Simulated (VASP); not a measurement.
A run of VASP 6.6.1 is set up as follows.

INCAR

```
SYSTEM = P
PREC     = Accurate       ! precision mode
ENCUT    = 520            ! plane-wave cutoff, eV
EDIFF    = 1E-6           ! SCF threshold, eV
ISMEAR   = 0              ! smearing method
SIGMA    = 0.05           ! smearing width, eV
LREAL    = .False.        ! projectors in reciprocal space
LASPH    = .True.         ! aspherical terms in the spheres
NELM     = 100            ! most SCF steps
ALGO     = Normal         ! electronic algorithm
ISIF     = 2              ! what is computed and relaxed
LWAVE    = .False.        ! write WAVECAR
LCHARG   = .False.        ! write CHGCAR
GGA      = PS             ! functional
NBANDS   = 18             ! bands
```

Contents of KPOINTS:

```
regular mesh
0
Gamma
  8 1 6
  0 0 0
```

File POSCAR:

```
P
1.0
    3.2843671017      0.0000000000      0.0000000000
    0.0000000000     34.8747470704      0.0000000000
    0.0000000000      0.0000000000      4.3925409781
P
4
Direct
    0.0000000000      0.9696876236      0.5826201292
    0.0000000000      0.0303123764      0.4173798708
    0.5000000000      0.0303123764      0.0826201292
    0.5000000000      0.9696876236      0.9173798708
```

Potentials or basis: VASP PAW PBE potentials, release 64 (P).

Command:

```sh
$ cat potpaw_PBE.64/P/POTCAR > POTCAR
$ mpirun -np 1 vasp_std > vasp.out
```

**Question.** Estimate the largest force.

**Answer.** 0.139 eV/Å.

**Question.** Estimate the band gap on the k mesh.

**Answer.** 0.64 eV, direct.

Forces on the atoms (eV/Å):
```
P    0.000 -0.003 -0.139
P    0.000  0.003  0.139
P    0.000  0.003 -0.139
P    0.000 -0.003  0.139
```

Caveat: the cell differs from its parent crystal (strain -0.0100 x Voigt [0, 0, 1, 0, 0, 0]); the PAW data sets were made with another functional, which shifts forces and pressure a little.
